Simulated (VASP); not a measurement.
The system is CeO2 (fluorite type).

```
Ce O
1.0
     0.00000    2.73000    2.73000
     2.73000    0.00000    2.73000
     2.73000    2.73000    0.00000
Ce O
1 2
Cartesian
  0.0000 0.0000 0.0000
  1.3650 1.3650 1.3650
  4.0950 4.0950 4.0950
```

Base run:

| Quantity | Value |
| --- | --- |
| Program | VASP 6.6.1 |
| Functional | r2SCAN |
| Potentials or basis | VASP PAW PBE potentials, release 64 (Ce, O) |
| Cutoff | 520 eV |
| k mesh | 6 × 6 × 6 |
| Occupations | fermi-dirac, width 0.02 eV |
| Spin | no spin polarisation |

Its results: band gap on the k mesh 2.23 eV (least direct gap 2.31 eV); pressure -2.6 GPa.

Q: The run is repeated on the same cell with these changes: functional from r2SCAN to PBE. What comes out?

A: Band gap on the k mesh 1.98 eV (least direct gap 2.05 eV); pressure 0.5 GPa.

Caveats: spin-orbit coupling is left out, which moves the levels of the heavy elements; semilocal functionals describe open f shells poorly, which spoils levels, moments and volumes; the PAW data sets were made with another functional, which shifts forces and pressure a little (at least some runs).

A k mesh can miss the band edges.
